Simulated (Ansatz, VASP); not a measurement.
One calculation of ZnS, two programs

File INCAR:

```
SYSTEM = ZnS
ALGO = Normal ; EDIFF = 1E-6
ENCUT = 520 ; GGA = PE
ISIF = 2 ; ISMEAR = 0
LASPH = .TRUE. ; LCHARG = .FALSE.
LREAL = .FALSE. ; LWAVE = .FALSE.
NBANDS = 16 ; NELM = 60
PREC = Accurate ; SIGMA = 0.05
```

File KPOINTS:

```
k-points
0
G
  12 12 12
  0 0 0
```

The input POSCAR:

```
ZnS
1.0
    0.0000000000      2.7046490548      2.7046490548
    2.7046490548      0.0000000000      2.7046490548
    2.7046490548      2.7046490548      0.0000000000
Zn S
1 1
Direct
    0.0000000000      0.0000000000      0.0000000000
    0.7500000000      0.7500000000      0.7500000000
```

Input for Ansatz:

```yaml
crystal:
  lattice:
    - [0.0, 2.7046490548, 2.7046490548]
    - [2.7046490548, 0.0, 2.7046490548]
    - [2.7046490548, 2.7046490548, 0.0]
  atoms:
    - { symbol: Zn, position: [0.0, 0.0, 0.0] }
    - { symbol: S, position: [0.75, 0.75, 0.75] }
basis:
  ecutwfc: 420
  ecutrho_ratio: 4
kpoints:
  mp_grid: { grid: [12, 12, 12] }
hamiltonian:
  xc: pbe
scf:
  occupations: { method: gaussian, width: 0.05 }
output:
  forces: true
  stress: true
  eigenvalues: true
```

Alike in both runs: task single point; functional PBE; k mesh 12 × 12 × 12; occupations gaussian, width 0.05 eV; no spin polarisation.

|  | VASP | Ansatz |
| --- | --- | --- |
| version | VASP 6.6.1 | Ansatz 0.2.0 |
| potentials or method | VASP PAW PBE potentials, release 64 (Zn, S), cutoff 520 eV | scalar-relativistic, plane waves, PAW |
| valence electrons in the cell | 18 | 18 |

|  | VASP | Ansatz | Ansatz less VASP |
| --- | --- | --- | --- |
| gap on the k mesh at the Fermi level (eV) | 2.10 | 2.10 | -0.005 |
| least direct gap on the mesh (eV) | 2.10 | 2.10 | -0.005 |
| pressure (GPa) | 1.5 | 1.4 | -0.16 |
